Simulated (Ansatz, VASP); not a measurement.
One calculation of TaC3, two programs

The input INCAR:

```
PREC     = Accurate       # precision mode
ENCUT    = 600            # plane-wave cutoff, eV
EDIFF    = 1E-6           # SCF threshold, eV
ISMEAR   = 0              # smearing method
SIGMA    = 0.1            # smearing width, eV
LREAL    = False          # projectors in reciprocal space
LASPH    = True           # aspherical terms in the spheres
NELM     = 60             # most SCF steps
ALGO     = Normal         # electronic algorithm
ISIF     = 3              # what is computed and relaxed
LWAVE    = False          # write WAVECAR
LCHARG   = False          # write CHGCAR
GGA      = PE             # functional
IBRION   = 2              # ionic algorithm
NSW      = 90             # ionic steps
EDIFFG   = -0.04          # ionic threshold
```

Contents of KPOINTS:

```
regular mesh
0
Gamma
  4 4 6
```

POSCAR

```
TaC3
1.0
    2.6374580500     -3.5928194000      0.0000000000
    2.6374580500      3.5928194000      0.0000000000
    0.0000000000      0.0000000000      2.5908144200
Ta C
1 3
Direct
    0.0000000000      0.0000000000      0.0000000000
    0.5000000000      0.5000000000      0.0000000000
    0.0000000000      0.5000000000      0.5000000000
    0.5000000000      0.0000000000      0.5000000000
```

Input for Ansatz:

```yaml
crystal:
  lattice:
    - [2.63745805, -3.5928194, 0.0]
    - [2.63745805, 3.5928194, 0.0]
    - [0.0, 0.0, 2.59081442]
  atoms:
    - { symbol: Ta, position: [0.0, 0.0, 0.0] }
    - { symbol: C, position: [0.5, 0.5, 0.0] }
    - { symbol: C, position: [0.0, 0.5, 0.5] }
    - { symbol: C, position: [0.5, 0.0, 0.5] }
basis:
  ecutwfc: 420
kpoints:
  mp_grid: { grid: [4, 4, 6] }
hamiltonian:
  xc: pbe
scf:
  occupations: { method: gaussian, width: 0.1 }
  lower_state_search: "off"
output:
  forces: true
  stress: true
  eigenvalues: true
relax:
  adjacent_minimum: "off"
  f_tol: 0.04
  max_steps: 70
  cell: { stress_tol: 0.4 }
```

Change from the starting cell: species swapped into the CdPt3 type (Cmmm, No. 65).

Alike in both runs: task relaxation of cell and atoms; functional PBE; k mesh 4 × 4 × 6; occupations gaussian, width 0.1 eV; no spin polarisation.

```csv
,VASP,Ansatz
version,VASP 6.6.1,Ansatz 0.2.0
potentials or method,"VASP PAW PBE potentials, release 64 (Ta_pv, C), cutoff 600 eV","scalar-relativistic, plane waves, PAW"
valence electrons in the cell,23,25
```

VASP gave:

```
gap on the k mesh at the Fermi level, each at its own relaxed structure (eV) : none
relaxed volume (Å³/atom)                                                     : 9.22
relaxed length of the cell vector where the two differ most in proportion (Å)              : 3.553
```

Task: Estimate Ansatz's values.

Result: gap on the k mesh at the Fermi level, each at its own relaxed structure (eV): none; relaxed volume (Å³/atom): 9.20; relaxed length of the cell vector where the two differ most in proportion (Å): 3.550.

A gap of «none» marks a metal or a gap that the smearing closes. VASP's potentials hold 23 valence electrons a cell and Ansatz's 25, so a difference there can come from the potentials and not from the codes.

The k mesh is coarse, so the values compare programs but aren't converged. Spin-orbit coupling is off throughout. Noted on VASP's run: the volume moved by over 15 % at a fixed basis, so the end points are rough.
